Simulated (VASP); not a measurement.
Input of a VASP 6.6.1 run:

The input INCAR:

```
SYSTEM = LiMg
  ALGO = Normal
  EDIFF = 1E-7
  ENCUT = 520
  GGA = PS
  ISIF = 2
  ISMEAR = -1
  LASPH = .True.
  LCHARG = .False.
  LREAL = .False.
  LWAVE = .False.
  NBANDS = 16
  NELM = 60
  PREC = Accurate
  SIGMA = 0.05
```

File KPOINTS:

```
k-points
0
Gamma
  8 8 2
  0 0 0
```

File POSCAR:

```
LiMg
1.0
    3.0935493451      0.0000000000      0.0000000000
   -1.5467746725      2.6790925411      0.0000000000
    0.0000000000      0.0000000000     14.9928963337
Li Mg
3 3
Direct
    0.0000000000      0.0000000000      0.6659980000
    0.6666666667      0.3333333333      0.5000000000
    0.0000000000      0.0000000000      0.3340020000
    0.0000000000      0.0000000000      0.0000000000
    0.6666666667      0.3333333333      0.8292540000
    0.6666666667      0.3333333333      0.1707460000
```

Potentials or basis: VASP PAW PBE potentials, release 64 (Li_sv, Mg).

The run is started by

```bash
$ cat potpaw_PBE.64/Li_sv/POTCAR potpaw_PBE.64/Mg/POTCAR > POTCAR
$ mpirun -np 1 vasp_std > vasp.out
```

**Question.** What does it give for the largest force?

**Answer.** 0.040 eV/Å.

Forces on the atoms (eV/Å):
```
Li   0.000  0.000 -0.040
Li   0.000  0.000  0.000
Li   0.000  0.000  0.040
Mg   0.000  0.000  0.000
Mg   0.000  0.000  0.005
Mg   0.000  0.000 -0.005
```

Caveat: the PAW data sets were made with another functional, which shifts forces and pressure a little.
